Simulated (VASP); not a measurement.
Sn5H:

```
Sn H
1.0
     4.60663    0.00000    0.00000
    -2.30331    3.98946    0.00000
     0.00000    0.00000   20.71504
Sn H
10 2
Direct
  0.66667 0.33333 0.38600
  0.33333 0.66667 0.61400
  0.00000 0.00000 0.79600
  0.00000 0.00000 0.66000
  0.66667 0.33333 0.84100
  0.00000 0.00000 0.20400
  0.00000 0.00000 0.34000
  0.33333 0.66667 0.15900
  0.33333 0.66667 0.02270
  0.66667 0.33333 0.97730
  0.66667 0.33333 0.46900
  0.33333 0.66667 0.53100
```

| Quantity | Value |
| --- | --- |
| Program | VASP 6.6.1 |
| Task | relaxation of cell and atoms |
| Functional | PBE |
| Potentials or basis | VASP PAW PBE potentials, release 64 (Sn_d, H) |
| Cutoff | 600 eV |
| k mesh | 4 × 4 × 1 |
| Occupations | gaussian, width 0.2 eV |
| Spin | no spin polarisation |

At the start: pressure 2.4 GPa; volume 31.72 Å³/atom.

**Question.** Where does the relaxation end?

**Answer.** Over 7 steps the energy falls by 18.6 meV/atom and the volume is 33.86 Å³/atom (+6.7 %); space group P-3m1 (No. 164, to 0.1 Å) before and after.

Step by step:
```
step  energy change (eV)  largest force (eV/Å)  pressure (GPa)  volume (Å³)
   1              0.0000                0.2565            2.37       380.70
   2             -0.1915                0.2734           -0.18       407.10
   3             -0.1921                0.2512           -0.07       405.80
   4             -0.2084                0.1864           -0.06       406.47
   5             -0.2096                0.2790           -0.06       406.71
   6             -0.2213                0.1445           -0.03       406.46
   7             -0.2234                0.0673           -0.03       406.30
```

Final structure:
```
Sn H
1.0
     4.75739    0.00000    0.00000
    -2.37870    4.12002    0.00000
     0.00000    0.00000   20.72903
Sn H
10 2
Direct
  0.66667 0.33333 0.38454
  0.33333 0.66667 0.61546
  0.00000 0.00000 0.79642
  0.00000 0.00000 0.65784
  0.66667 0.33333 0.83997
  0.00000 0.00000 0.20358
  0.00000 0.00000 0.34216
  0.33333 0.66667 0.16003
  0.33333 0.66667 0.02145
  0.66667 0.33333 0.97855
  0.66667 0.33333 0.46860
  0.33333 0.66667 0.53140
```

Caveat: the relaxation stopped at a loose force limit of 0.08 eV/Å, so its end isn't a converged minimum.
